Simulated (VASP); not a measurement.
# LiF (Fm-3m) in VASP: a series of runs

LiF is run at these levels: PBE; tasks: single point.

All numbers are computed with VASP 6.6.1; they aren't measurements. Logs are shortened: lines on timing, memory, paths and dates and some standing lists are left out, and cuts for length are marked.

**1. The cell of the first run**

The structure is cubic, space group Fm-3m (No. 225). Conventional cell: a = 4.463 Å, b = 4.463 Å, c = 4.463 Å, α = 90.00°, β = 90.00°, γ = 90.00°. Within 3.0 Å of Li (site symmetry m-3m) lie 6 F at 2.23 Å. Within 3.0 Å of F (site symmetry m-3m) lie 6 Li at 2.23 Å.

**2. Single point, PBE (Cl replaced by F, lengths x 0.883, strained)**

INCAR reads:

```
ALGO = Normal
EDIFF = 1E-6
ENCUT = 750
GGA = PE
GGA_COMPAT = False
ISIF = 2
ISMEAR = 0
LASPH = True
LCHARG = False
LREAL = False
LWAVE = False
NBANDS = 12
NELM = 120
PREC = Accurate
SIGMA = 0.1
```

KPOINTS reads:

```
k-points
0
Gamma
  8 8 8
```

POSCAR reads:

```
LiF
1.0
    0.0000000000      2.2317389608      2.2317389608
    2.2317389608      0.0000000000      2.2317389608
    2.2317389608      2.2317389608      0.0000000000
Li F
1 1
Direct
    0.0000000000      0.0000000000      0.0000000000
    0.5000000000      0.5000000000      0.5000000000
```

Potentials or basis: VASP PAW PBE potentials, release 64 (Li_sv, F).

Command:

```bash
cat potpaw_PBE.64/Li_sv/POTCAR potpaw_PBE.64/F/POTCAR > POTCAR
mpirun -np 1 vasp_std > vasp.out
```

OUTCAR:

```text
EDIFF = 1E-6
   ENCUT = 750
   GGA = PE
   ISIF = 2
   ISMEAR = 0
   LASPH = True
   LREAL = False
   NELM = 120
   PREC = Accurate

 ion  position               nearest neighbor table
   1  0.000  0.000  0.000-   2 2.23   2 2.23   2 2.23   2 2.23   2 2.23   2 2.23
   2  0.500  0.500  0.500-   1 2.23   1 2.23   1 2.23   1 2.23   1 2.23   1 2.23

  LATTYP: Found a face centered cubic cell.
 ALAT       =     4.4634779216

  Lattice vectors:

 A1 = (   0.0000000000,   2.2317389608,   2.2317389608)
 A2 = (   2.2317389608,   0.0000000000,   2.2317389608)
 A3 = (   2.2317389608,   2.2317389608,   0.0000000000)

Analysis of symmetry for initial positions (statically):
=====================================================================
 Subroutine PRICEL returns:
 Original cell was already a primitive cell.

 Routine SETGRP: Setting up the symmetry group for a
 face centered cubic supercell.

 Subroutine GETGRP returns: Found 48 space group operations
 (whereof 48 operations were pure point group operations)
 out of a pool of 48 trial point group operations.

The static configuration has the point symmetry O_h .

Analysis of symmetry for dynamics (positions and initial velocities):
=====================================================================
 Subroutine PRICEL returns:
 Original cell was already a primitive cell.

 Routine SETGRP: Setting up the symmetry group for a
 face centered cubic supercell.

 Subroutine GETGRP returns: Found 48 space group operations
 (whereof 48 operations were pure point group operations)
 out of a pool of 48 trial point group operations.

The dynamic configuration has the point symmetry O_h .

 Subroutine INISYM returns: Found 48 space group operations
 (whereof 48 operations are pure point group operations),
 and found     1 'primitive' translations

----------------------------------------------------------------------------------------

                                     Primitive cell

  volume of cell :      22.2311

  direct lattice vectors                    reciprocal lattice vectors
     0.000000000  2.231738961  2.231738961    -0.224040539  0.224040539  0.224040539
     2.231738961  0.000000000  2.231738961     0.224040539 -0.224040539  0.224040539
     2.231738961  2.231738961  0.000000000     0.224040539  0.224040539 -0.224040539

  length of vectors
     3.156155506  3.156155506  3.156155506     0.388049597  0.388049597  0.388049597

  position of ions in fractional coordinates (direct lattice)
     0.000000000  0.000000000  0.000000000
     0.500000000  0.500000000  0.500000000

  ion indices of the primitive-cell ions
   primitive index   ion index
                 1           1
                 2           2

----------------------------------------------------------------------------------------

 KPOINTS: k-points

Automatic generation of k-mesh.
 Grid dimensions read from file:
 generate k-points for:    8    8    8

 Generating k-lattice:

  Cartesian coordinates                     Fractional coordinates (reciprocal lattice)
    -0.028005067  0.028005067  0.028005067     0.125000000  0.000000000  0.000000000
     0.028005067 -0.028005067  0.028005067     0.000000000  0.125000000  0.000000000
     0.028005067  0.028005067 -0.028005067     0.000000000  0.000000000  0.125000000

  Length of vectors
     0.048506200  0.048506200  0.048506200

  Shift w.r.t. Gamma in fractional coordinates (k-lattice)
     0.000000000  0.000000000  0.000000000

 Subroutine IBZKPT returns following result:
 ===========================================

 Found     29 irreducible k-points:

 Following reciprocal coordinates:
            Coordinates               Weight
  0.000000  0.000000  0.000000      1.000000
  0.125000  0.000000  0.000000      8.000000
  0.250000  0.000000  0.000000      8.000000
  0.375000  0.000000  0.000000      8.000000
  0.500000  0.000000  0.000000      4.000000
  0.125000  0.125000  0.000000      6.000000
[... 16 lines left out ...]
  0.500000  0.250000  0.125000     48.000000
 -0.375000  0.250000  0.125000     24.000000
 [... further k-points ...]
   k-points           NKPTS =     29   k-points in BZ     NKDIM =     29   number of bands    NBANDS=     12
   number of dos      NEDOS =    301   number of ions     NIONS =      2
   total plane-waves  NPLWV =  21952
   dimension x,y,z NGX =    28 NGY =   28 NGZ =   28
   dimension x,y,z NGXF=    56 NGYF=   56 NGZF=   56
   ions per type =               1   1
   NGX,Y,Z   is equivalent  to a cutoff of  14.75, 14.75, 14.75 a.u.
   NGXF,Y,Z  is equivalent  to a cutoff of  29.50, 29.50, 29.50 a.u.
 SYSTEM =  unknown system
   PREC   = accura    normal or accurate (medium, high low for compatibility)
   ISTART =      0    job   : 0-new  1-cont  2-samecut
   ICHARG =      2    charge: 1-file 2-atom 10-const
   ISPIN  =      1    spin polarized calculation?
   LNONCOLLINEAR =      F non collinear calculations
   LSORBIT =      F    spin-orbit coupling
   LASPH  =      T    aspherical Exc in radial PAW
   ENCUT  =  750.0 eV  55.12 Ry    7.42 a.u.   7.05  7.05  7.05*2*pi/ulx,y,z
   NELM   =    120;   NELMIN=  2; NELMDL= -5     # of ELM steps
   EDIFF  = 0.1E-05   stopping-criterion for ELM
   LREAL  =      F    real-space projection
   EDIFFG = 0.1E-04   stopping-criterion for IOM
   NSW    =      0    number of steps for IOM
   IBRION =     -1    ionic relax: 0-MD 1-quasi-New 2-CG
   NFREE  =      0    steps in history (QN), initial steepest desc. (CG)
   ISIF   =      2    stress and relaxation
   ISYM   =      2    0-nonsym 1-usesym 2-fastsym
   POTIM  = 0.5000    time-step for ionic-motion
   TEBEG  =    0.0;   TEEND  =   0.0 temperature during run
   PSTRESS=    0.0 pullay stress
   NELECT =      10.0000    total number of electrons
   NUPDOWN=      -1.0000    fix difference up-down
   EMIN   =  10.00;   EMAX   =-10.00  energy-range for DOS
   EFERMI =   0.00;   METHOD = LEGACY
   ISMEAR =     0;   SIGMA  =   0.10  broadening in eV -4-tet -1-fermi 0-gaus
   EFERMI_NEDOS =   21; number of points for ismear=-14 and -15
   IALGO  =     38    algorithm
   IMIX   =      4    mixing-type and parameters
     AMIX     =   0.40;   BMIX     =  1.00
     AMIX_MAG =   1.60;   BMIX_MAG =  1.00
  volume/ion in A,a.u.               =      11.12        75.01
  Fermi-wavevector in a.u.,A,eV,Ry     =   1.254358  2.370393 21.407590  1.573414
  Thomas-Fermi vector in A             =   2.388167
   LORBIT       =      0    0 simple, 1 ext, 2 COOP (PROOUT), +10 PAW based schemes
   GGA     = PE    functional components
   LHFCALC =     F    Hartree Fock is set to
   AEXX    =    0.0000 exact exchange contribution
   IVDW    =     0    specifies the selected vdW correction
   LEPSILON=     F    determine dielectric tensor
   LRPA    =     F    only Hartree local field effects (RPA)
 non-spin polarized calculation
 Gauss-broadening in eV      SIGMA  =   0.10
  energy-cutoff  :      750.00
  volume of cell :       22.23
 maximum number of plane-waves:      1056
   NGX = 15   NGY = 15   NGZ = 15

 number of electron      10.0000000 magnetization

 number of electron       9.9999999 magnetization

 Free energy of the ion-electron system (eV)
  ---------------------------------------------------
  ext. energy  EPLUGINS =         0.00000000
  ---------------------------------------------------
  free energy    TOTEN  =        -9.41656845 eV

  energy without entropy =       -9.41656845  energy(sigma->0) =       -9.41656845

 E-fermi :  -2.1037     XC(G=0):  -8.5721

 val. band max:       -2.5335627882   @ k =   0.0000   0.0000   0.0000
 cond. band min:       4.2866916866   @ k =   0.0000   0.0000   0.0000
 fundamental gap:      6.8202544748
 Fermi energy:        -2.1037345283

 k-point     1 :       0.0000    0.0000    0.0000
  band No.  band energies     occupation
      1     -44.3503      2.00000
      2     -21.8150      2.00000
      3      -2.5336      2.00000
      4      -2.5336      2.00000
      5      -2.5336      2.00000
      6       4.2867      0.00000
      7      17.6069      0.00000
      8      17.6069      0.00000
      9      17.6069      0.00000
     10      18.8552      0.00000
     11      18.8552      0.00000
     12      18.8552      0.00000

 k-point     2 :       0.1250    0.0000    0.0000
  band No.  band energies     occupation
      1     -44.3481      2.00000
      2     -21.7822      2.00000
      3      -2.8410      2.00000
      4      -2.5552      2.00000
      5      -2.5552      2.00000
      6       4.7108      0.00000
      7      15.2729      0.00000
      8      16.5563      0.00000
      9      16.5563      0.00000
     10      19.3677      0.00000
     11      19.8180      0.00000
     12      19.8180      0.00000

 k-point     3 :       0.2500    0.0000    0.0000
  band No.  band energies     occupation
      1     -44.3430      2.00000
      2     -21.7017      2.00000
      3      -3.4857      2.00000
      4      -2.6065      2.00000
      5      -2.6065      2.00000
      6       5.6375      0.00000
      7      12.8078      0.00000
      8      15.2096      0.00000
      9      15.2096      0.00000
     10      20.3444      0.00000
     11      21.2907      0.00000
     12      21.2907      0.00000
[... 286 lines left out ...]
 k-point    23 :       0.5000    0.2500    0.1250
  band No.  band energies     occupation
      1     -44.3352      2.00000
      2     -21.5634      2.00000
      3      -3.9557      2.00000
      4      -3.2251      2.00000
      5      -2.7939      2.00000
      6       7.6260      0.00000
      7      11.0850      0.00000
      8      13.5210      0.00000
      9      13.9806      0.00000
     10      19.5480      0.00000
     11      22.9248      0.00000
     12      25.5539      0.00000

 k-point    24 :      -0.3750    0.2500    0.1250
  band No.  band energies     occupation
      1     -44.3335      2.00000
      2     -21.5334      2.00000
      3      -4.0789      2.00000
      4      -3.2986      2.00000
      5      -2.8394      2.00000
      6       8.1071      0.00000
      7      10.5717      0.00000
      8      13.3551      0.00000
      9      13.7215      0.00000
     10      20.9088      0.00000
     11      21.8542      0.00000
     12      26.2287      0.00000

 [... further k-points ...]

------------------------ aborting loop because EDIFF is reached ----------------------------------------

  FORCE on cell =-STRESS in cart. coord.  units (eV):
  Direction    XX          YY          ZZ          XY          YZ          ZX
  --------------------------------------------------------------------------------------
  -------------------------------------------------------------------------------------
  Total       -1.5230421     -1.5230421     -1.5230421      0.0000000     -0.0000000     -0.0000000
  in kB     -109.7646053   -109.7646053   -109.7646053      0.0000000     -0.0000000     -0.0000000
  external PRESSURE =    -109.7646053 kB  Pullay stress =       0.0000000 kB

 VOLUME and BASIS-vectors are now :
 -----------------------------------------------------------------------------
  energy-cutoff  :      750.00
  volume of cell :       22.23
      direct lattice vectors                 reciprocal lattice vectors
     0.000000000  2.231738961  2.231738961    -0.224040539  0.224040539  0.224040539
     2.231738961  0.000000000  2.231738961     0.224040539 -0.224040539  0.224040539
     2.231738961  2.231738961  0.000000000     0.224040539  0.224040539 -0.224040539

 POSITION                                       TOTAL-FORCE (eV/Angst)
 -----------------------------------------------------------------------------------
      0.00000      0.00000      0.00000        -0.000000     -0.000000     -0.000000
      2.23174      2.23174      2.23174         0.000000      0.000000      0.000000
 -----------------------------------------------------------------------------------
    total drift:                                0.000000      0.000000      0.000000

  FREE ENERGIE OF THE ION-ELECTRON SYSTEM (eV)
  ---------------------------------------------------
  free  energy   TOTEN  =        -9.4165684515 eV

  energy  without entropy=       -9.4165684514  energy(sigma->0) =       -9.41656845
```

Wall time 16 s (1 thread of Intel Xeon 8259CL, shared host); peak memory 0.15 GiB.

What came out:

```
Free energy            : -9.4166 eV
Pressure               : -11.0 GPa
Band gap on the k mesh : 6.82 eV
```

Caveat: the cell differs from its parent crystal (Cl replaced by F, lengths x 0.883, strained); the cell stands under tension. A k mesh can miss the band edges.

**3. Single point, PBE (Cl replaced by F, lengths x 0.883, strained)**

INCAR reads:

```
SYSTEM = LiF
PREC = Accurate
ENCUT = 750
EDIFF = 1E-6
ISMEAR = 0
SIGMA = 0.02
LREAL = .False.
LASPH = .True.
NELM = 120
ALGO = Normal
ISIF = 2
LWAVE = .False.
LCHARG = .True.
GGA = PE
LELF = .True.
LVHAR = .True.
NBANDS = 12
GGA_COMPAT = .False.
```

KPOINTS reads:

```
regular mesh
0
Gamma
  10 10 10
  0 0 0
```

POSCAR is that of step 2.

Potentials or basis: VASP PAW PBE potentials, release 64 (Li_sv, F).

Command:

```bash
cat potpaw_PBE.64/Li_sv/POTCAR potpaw_PBE.64/F/POTCAR > POTCAR
mpirun -np 1 vasp_std > vasp.out
```

Wall time 25 s (1 thread of Intel Xeon 8259CL, shared host); peak memory 0.16 GiB.

Results (log left out):

* Free energy: -9.4166 eV
* Pressure: -11.0 GPa
* Band gap on the k mesh: 6.82 eV

Levels at points of the mesh, in eV from the valence-band top:
```tsv
k point	band 3	band 4	band 5	band 6	band 7	band 8
(0.00, 0.00, 0.00)	0.00	0.00	0.00	6.82	20.14	20.14
(0.50, 0.00, 0.00)	-1.72	-0.14	-0.14	9.29	13.43	16.48
(0.50, 0.50, 0.00)	-1.92	-0.63	-0.63	12.22	14.06	14.98
```

Caveat: the cell differs from its parent crystal (Cl replaced by F, lengths x 0.883, strained); the cell stands under tension.
